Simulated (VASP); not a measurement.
**ZrC: single point with LDA**

The system is ZrC.

```xyz
4
Lattice="3.3915 0.0000 0.0000 -1.6957 2.9371 0.0000 0.0000 0.0000 5.2901" Properties=species:S:1:pos:R:3 pbc="T T T"
Zr    1.6957    0.9790    3.9675
Zr    0.0000    1.9581    1.3225
C     0.0000    0.0000    2.6450
C     0.0000    0.0000    0.0000
```

```
Program             : VASP 6.6.1
Task                : single point
Functional          : LDA
Potentials or basis : VASP PAW LDA potentials, release 64 (Zr_sv, C)
Cutoff              : 520 eV
k mesh              : 7 × 7 × 4
Occupations         : fermi-dirac, width 0.05 eV
Spin                : no spin polarisation
```

```yaml
Pressure: -11.3 GPa
Band_gap_on_the_k_mesh: zero (bands 16 and 17 overlap by 1.09 eV)
```

Stress tensor (GPa, compression positive):
```
-12.51   0.00   0.00
  0.00 -12.51   0.00
  0.00   0.00  -8.76
```

Levels at points of the mesh, in eV from the Fermi level:
| k point | band 14 | band 15 | band 16 | band 17 | band 18 | band 19 |
| --- | --- | --- | --- | --- | --- | --- |
| (0.00, 0.00, 0.00) | -1.06 | -1.06 | 0.94 | 1.23 | 1.23 | 1.64 |
| (0.00, 0.00, 0.50) | -2.40 | -2.40 | -2.40 | 3.39 | 3.39 | 3.39 |

Wall time 60 s on 1 thread of Intel Xeon 8259CL, with other jobs on the host, peak memory 0.16 GiB.

Caveat: the cell stands under tension.
